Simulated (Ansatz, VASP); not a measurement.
## Two plane-wave programs on TiPt3

```
Ti Pt
1.0
     3.89935    0.00000    0.00000
     0.00000    3.89935    0.00000
     0.23396    0.00000    3.89935
Ti Pt
1 3
Direct
  0.00000 0.00000 0.00000
  0.00000 0.50000 0.50000
  0.50000 0.00000 0.50000
  0.50000 0.50000 0.00000
```

Change from the starting cell: shear of c along a, cell held, atoms relaxed: +6.0 %.

Alike in both runs: task single point; functional PBEsol; k mesh 14 × 14 × 14; occupations gaussian, width 0.1 eV; no spin polarisation.

|  | VASP | Ansatz |
| --- | --- | --- |
| version | VASP 6.6.1 | Ansatz 0.2.0 |
| potentials or method | VASP PAW PBE potentials, release 64 (Ti_sv, Pt), cutoff 520 eV | scalar-relativistic, plane waves, PAW |
| valence electrons in the cell | 42 | 66 |

|  | VASP | Ansatz | Ansatz less VASP |
| --- | --- | --- | --- |
| gap on the k mesh at the Fermi level (eV) | none | none | - |
| pressure (GPa) | 0.7 | 1.0 | +0.29 |
| traceless stress, the component that is largest in VASP (GPa) | -9.39 | -9.42 | -0.031 |

VASP's potentials were made for PBE, not for PBEsol. A gap of «none» marks a metal or a gap that the smearing closes. The functional is the same, so the differences come from potentials, cutoffs and numerics. VASP's potentials hold 42 valence electrons a cell and Ansatz's 66, so a difference there can come from the potentials and not from the codes.

Neither program's run includes spin-orbit coupling.
